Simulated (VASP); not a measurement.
Runs of VASP 6.6.1 on TiPt3. The structure is that of space group Pm-3m (No. 221), or close to it. The cells are those of the table. 

```csv
cell,gap on the mesh (eV),pressure (GPa)
"a = 3.831 Å, 4 atoms",none,30.2
"a = 3.948 Å, 4 atoms",none,(a)
"a = 3.910 Å, 4 atoms",none,10.9
"a = 3.871 Å, 4 atoms",none,19.7
"a = 3.986 Å, 4 atoms",none,(b)
```

Alike in all rows: task single point; level revPBE; potentials or basis VASP PAW PBE potentials, release 64 (Ti_sv, Pt); no spin polarisation; k mesh 6 × 6 × 6; cutoff (eV) 520; smearing fermi-dirac 0.3 eV.

Q: Estimate the missing entries.

A: (a) 3.6; (b) -2.6.

Caveats: the PAW data sets were made with another functional, which shifts forces and pressure a little; spin-orbit coupling is left out, which moves the levels of the heavy elements.

A k mesh can miss the band edges, and the runs leave out spin-orbit coupling on Pt.

A gap of «none» marks levels without a gap at the run's occupations.
